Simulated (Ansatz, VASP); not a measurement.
Given: the input of a run of Ansatz 0.2.0 on InP.

File input.yaml:

```yaml
crystal:
  lattice:
    - [0.0, 2.9305, 2.9305]
    - [2.9305, 0.0, 2.9305]
    - [2.9305, 2.9305, 0.0]
  atoms:
    - { symbol: In, position: [0.0, 0.0, 0.0] }
    - { symbol: P, position: [0.75, 0.75, 0.75] }
kpoints:
  mp_grid: { grid: [8, 8, 8] }
scf:
  occupations: { method: gaussian, width: 0.03 }
hamiltonian:
  xc: pbe
  pseudopotentials: { kind: all_electron, lapw: { basis_error: 0.001 } }
output:
  forces: true
  stress: true
  eigenvalues: true
```

Potentials or basis: all-electron LAPW, scalar-relativistic.

The run is started by

```sh
$ ansatz run input.yaml --threads 1 --pin off --max-ram 3072MiB --backend cpu --events-out ev --progress --plain --runs-dir out
```

Problem. Translate it to VASP 6.6.1. Potentials there: VASP PAW PBE potentials, release 64 (In_d, P).

Solution. As run (the cutoff follows the program's own potentials):

File INCAR:

```
SYSTEM = InP
ALGO = Normal
EDIFF = 1E-7
ENCUT = 520
GGA = PE
ISIF = 2
ISMEAR = 0
LASPH = .TRUE.
LCHARG = .FALSE.
LREAL = .FALSE.
LWAVE = .FALSE.
NBANDS = 16
NELM = 60
PREC = Accurate
SIGMA = 0.03
```

KPOINTS

```
k-points
0
G
  8 8 8
  0 0 0
```

File POSCAR:

```
InP
1.0
    0.0000000000      2.9305000000      2.9305000000
    2.9305000000      0.0000000000      2.9305000000
    2.9305000000      2.9305000000      0.0000000000
In P
1 1
Direct
    0.0000000000      0.0000000000      0.0000000000
    0.7500000000      0.7500000000      0.7500000000
```

Potentials or basis: VASP PAW PBE potentials, release 64 (In_d, P).

Command:

```sh
$ cat potpaw_PBE.64/In_d/POTCAR potpaw_PBE.64/P/POTCAR > POTCAR
$ mpirun -np 1 vasp_std > vasp.out
```

Both were run:

|  | VASP | Ansatz | Ansatz less VASP |
| --- | --- | --- | --- |
| gap on the k mesh at the Fermi level (eV) | 0.71 | 0.71 | +0.002 |
| least direct gap on the mesh (eV) | 0.71 | 0.71 | +0.002 |
| pressure (GPa) | 3.3 | 3.3 | +0.05 |

Ansatz ran all-electron here, and VASP with PAW potentials.
